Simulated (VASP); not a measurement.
YSe4F2:

```
Y Se F
1.0
     6.61189    0.00000    0.00000
     0.00000    6.61189    0.00000
     0.00000    0.00000    4.11502
Y Se F
1 4 2
Direct
  0.00000 0.00000 0.00000
  0.21866 0.21866 0.00000
  0.78134 0.78134 0.00000
  0.21866 0.78134 0.00000
  0.78134 0.21866 0.00000
  0.00000 0.50000 0.50000
  0.50000 0.00000 0.50000
```

The cell was built from a structure type or drawn by symmetry, and may not be a known phase.

| Property | Result |
| --- | --- |
| Program | VASP 6.6.1 |
| Task | relaxation of cell and atoms |
| Functional | PBE |
| Potentials or basis | VASP PAW PBE potentials, release 64 (Y_sv, Se, F) |
| Cutoff | 600 eV |
| k mesh | 4 × 4 × 4 |
| Occupations | gaussian, width 0.1 eV |
| Spin | no spin polarisation |

At the start: pressure 26.6 GPa; volume 25.70 Å³/atom.

Task: Where does the relaxation end?

Result: Over 24 steps the energy falls by 1988.4 meV/atom and the volume is 19.28 Å³/atom (-25.0 %); space group P4/mmm (No. 123, to 0.1 Å) before and after.

The path:
```
step  energy change (eV)  largest force (eV/Å)  pressure (GPa)  volume (Å³)
   1              0.0000               11.0527           26.63       179.90
   2             -5.0736                0.9157           -8.74       308.19
   3             -9.6209                0.1817           -4.01       236.76
   4             -9.6770                0.3774           -3.39       233.35
   5             -9.7041                0.6977           -2.37       228.34
   6            -10.0623                0.8885           -2.40       215.26
   7            -11.3791                1.3386           -2.01       178.67
   8            -12.1329                2.1584           17.53       116.65
   9            -12.4529                1.8886            0.83       150.22
  10            -12.8072                2.0970            6.13       132.87
  11            -12.9577                1.9053            6.58       130.66
  12            -13.0956                1.4442            8.57       124.97
  13            -13.3166                1.2309            6.43       127.10
  14            -13.7324                0.7026            1.21       133.65
  15            -13.7014                0.1327           -4.75       147.41
  16            -13.8390                0.2347           -2.48       140.48
  17            -13.8412                0.2942           -2.04       139.49
  18            -13.8830                0.2153           -1.53       138.37
  19            -13.9138                0.0232           -0.44       136.37
  20            -13.9159                0.0313           -0.26       135.86
  21            -13.9178                0.0456            0.09       134.91
  22            -13.9179                0.0497            0.17       134.70
  23            -13.9186                0.0444            0.08       134.79
  24            -13.9188                0.0349           -0.08       134.95
```

Final structure:
```yaml
crystal:
  lattice:
    - [6.76201, 0.00000, 0.00000]
    - [0.00000, 6.76201, 0.00000]
    - [0.00000, 0.00000, 2.95146]
  atoms:
    - { symbol: Y, position: [0.00000, 0.00000, 0.00000] }
    - { symbol: Se, position: [0.30394, 0.30394, 0.00000] }
    - { symbol: Se, position: [0.69606, 0.69606, 0.00000] }
    - { symbol: Se, position: [0.30394, 0.69606, 0.00000] }
    - { symbol: Se, position: [0.69606, 0.30394, 0.00000] }
    - { symbol: F, position: [0.00000, 0.50000, 0.50000] }
    - { symbol: F, position: [0.50000, 0.00000, 0.50000] }
```

Caveat: the k points lie up to 0.53 Å⁻¹ apart in the final cell, too coarse for converged energies and pressures of a metal; the volume moved by over 15 % at a fixed basis, so the end points are rough; an odd number of electrons without spin polarisation forces a metal; a magnetic or distorted state may lie lower.
